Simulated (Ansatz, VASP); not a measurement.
Te: VASP beside Ansatz

The input INCAR:

```
PREC = Accurate
ENCUT = 520
EDIFF = 1E-7
ISMEAR = -1
SIGMA = 0.05
LREAL = F
LASPH = T
NELM = 100
ALGO = Normal
ISIF = 2
LWAVE = F
LCHARG = F
GGA = CA
NBANDS = 16
```

Contents of KPOINTS:

```
regular mesh
0
Gamma
  8 8 8
```

POSCAR

```
Te
1.0
    4.1494180000     -2.3237760000      0.0000000000
    4.1494180000      2.3237760000      0.0000000000
   -0.1278410000      0.0000000000      3.9573500000
Te
3
Direct
    0.6760000000      0.6760000000      0.6750000000
    0.3240000000      0.3240000000      0.3250000000
    0.0000000000      0.0000000000      0.0000000000
```

Input for Ansatz:

```yaml
crystal:
  lattice:
    - [4.149418, -2.323776, 0.0]
    - [4.149418, 2.323776, 0.0]
    - [-0.127841, 0.0, 3.95735]
  atoms:
    - { symbol: Te, position: [0.676, 0.676, 0.675] }
    - { symbol: Te, position: [0.324, 0.324, 0.325] }
    - { symbol: Te, position: [0.0, 0.0, 0.0] }
kpoints:
  mp_grid: { grid: [8, 8, 8] }
  band_path:
    path:
      - [0.0, 0.0, 0.0]
      - [-0.3284887026, 0.3284887026, 0.0]
      - [-0.6715112974, -0.3284887026, 0.0]
      - [-0.5, -0.5, 0.0]
      - [0.0, 0.0, 0.0]
      - [-0.5, -0.5, 0.5]
      - [-0.6768229857, -0.3231770143, 0.5]
      - [-0.3231770143, 0.3231770143, 0.5]
      - [0.0, 0.0, 0.5]
    npoints: 5
scf:
  occupations: { method: fermi_dirac, width: 0.05 }
hamiltonian:
  xc: lda
  pseudopotentials: { kind: all_electron, lapw: { basis_error: 0.001 } }
output:
  forces: true
  stress: true
  eigenvalues: true
```

Change from the starting cell: equal xx and yy strain of -2 %.

Alike in both runs: task single point; functional LDA; k mesh 8 × 8 × 8; occupations fermi-dirac, width 0.05 eV; no spin polarisation.

```csv
,VASP,Ansatz
version,VASP 6.6.1,Ansatz 0.2.0
potentials or method,"VASP PAW LDA potentials, release 64 (Te), cutoff 520 eV","all-electron LAPW, scalar-relativistic"
```

```csv
,VASP,Ansatz,Ansatz less VASP
pressure (GPa),9.3,9.1,-0.15
"traceless stress, the component that is largest in VASP (GPa)",0.84,0.85,+0.010
rms of the force components (eV/Å),0.281,0.274,-0.0068
```

LDA's correlation is that of Perdew and Zunger in VASP and of Perdew and Wang (1992) in Ansatz. Atom by atom the forces differ by 0.007 eV/Å (rms over components). Ansatz ran all-electron here, and VASP with PAW potentials.

Neither program's run includes spin-orbit coupling.
